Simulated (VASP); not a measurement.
Input of a VASP 6.6.1 run:

INCAR

```
PREC = Accurate
ENCUT = 520
EDIFF = 1E-7
ISMEAR = -1
SIGMA = 0.1
LREAL = F
LASPH = T
NELM = 80
ALGO = Normal
ISIF = 2
LWAVE = F
LCHARG = F
GGA = PE
NBANDS = 8
```

Contents of KPOINTS:

```
Automatic mesh
0
Gamma
  13 13 13
```

The input POSCAR:

```
As
1.0
    2.7702907476      0.0000000000      0.0000000000
    0.0000000000      2.7702907476      0.0000000000
    0.0000000000      0.0000000000      2.7702907476
As
1
Direct
    0.0000000000      0.0000000000      0.0000000000
```

Potentials or basis: VASP PAW PBE potentials, release 64 (As).

Launch:

```bash
$ cat potpaw_PBE.64/As/POTCAR > POTCAR
$ mpirun -np 1 vasp_std > vasp.out
```

Question: What does it give for the pressure?

Answer: -3.0 GPa.
